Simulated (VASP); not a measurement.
**Fe: single point with PBE**

Crystal: Fe.

```
Fe
1.0
    -1.45255    1.45255    1.45255
     1.45255   -1.45255    1.45255
     1.45255    1.45255   -1.45255
Fe
1
Cartesian
  0.0000 0.0000 0.0000
```

This cell differs from its parent crystal: volume 12.259 Å^3 an atom, c/a of the conventional cell 1.0000.

| Item | Value |
| --- | --- |
| Program | VASP 6.6.1 |
| Task | single point |
| Functional | PBE |
| Potentials or basis | VASP PAW PBE potentials, release 64 (Fe) |
| Cutoff | 520 eV |
| k mesh | 12 × 12 × 12 |
| Occupations | gaussian, width 0.15 eV |
| Spin | collinear spin, ferromagnetic start |
| Starting moments | [2.44] μB |

```
Pressure                                              : -11.5 GPa
Net moment                                            : 2.35 μB per cell
Site moments                                          : Fe +2.36 μB
Valence electrons inside the program's atomic spheres : Fe 7.12
```

Levels at points of the mesh, in eV from the Fermi level:
Spin up:
| k point | band 2 | band 3 | band 4 | band 5 | band 6 | band 7 | band 8 | band 9 |
| --- | --- | --- | --- | --- | --- | --- | --- | --- |
| (0.00, 0.00, 0.00) | -2.18 | -2.18 | -2.18 | -1.09 | -1.09 | 24.28 | 24.28 | 24.28 |
| (0.50, 0.00, 0.00) | -3.14 | -1.04 | -0.93 | 0.21 | 0.55 | 6.69 | 17.73 | 19.05 |
| (0.50, 0.50, 0.50) | -4.42 | -0.03 | -0.03 | -0.03 | 9.41 | 9.41 | 9.41 | 14.89 |
Spin down:
```tsv
k point	band 1	band 2	band 3	band 4	band 5	band 6	band 7
(0.00, 0.00, 0.00)	-7.83	-0.09	-0.09	-0.09	1.76	1.76	23.99
(0.50, 0.00, 0.00)	-3.17	-1.26	0.63	1.63	1.99	2.62	8.14
(0.50, 0.50, 0.50)	-2.51	-2.51	2.35	2.35	2.35	9.69	9.69
```

Run time: 43 s on 1 thread of Intel(R) Xeon(R) Platinum 8259CL CPU @ 2.50GHz (Skylake/Cascade Lake) (shared host), peak memory 0.14 GiB.
